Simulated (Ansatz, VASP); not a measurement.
Two plane-wave programs on Zn5O3

```
Zn O
1.0
    -1.54281    1.54281    9.96316
     1.54281   -1.54281    9.96316
     1.54281    1.54281   -9.96316
Zn O
5 3
Direct
  0.21723 0.21723 0.00000
  0.78277 0.78277 0.00000
  0.00000 0.00000 0.00000
  0.39098 0.39098 0.00000
  0.60902 0.60902 0.00000
  0.10903 0.10903 0.00000
  0.89097 0.89097 0.00000
  0.50000 0.50000 0.00000
```

Alike in both runs: functional PBE; k mesh 7 × 7 × 7; occupations gaussian, width 0.2 eV; no spin polarisation.

Ansatz relaxed the structure, and its values are those at the end. VASP's run is a single point on that final structure, the one shown.

|  | VASP | Ansatz |
| --- | --- | --- |
| version | VASP 6.6.1 | Ansatz 0.2.0 |
| potentials or method | VASP PAW PBE potentials, release 64 (Zn, O), cutoff 520 eV | scalar-relativistic, plane waves, PAW |
| valence electrons in the cell | 78 | 78 |

```tsv
	VASP	Ansatz	Ansatz less VASP
gap on the k mesh at the Fermi level (eV)	none	none	-
pressure (GPa)	0.3	-0.3	-0.65
rms of the force components (eV/Å)	0.032	0.031	-0.0002
```

A gap of «none» marks a metal or a gap that the smearing closes. The functional is the same, so the differences come from potentials, cutoffs and numerics.

The k mesh is coarse, so the values compare programs but aren't converged.
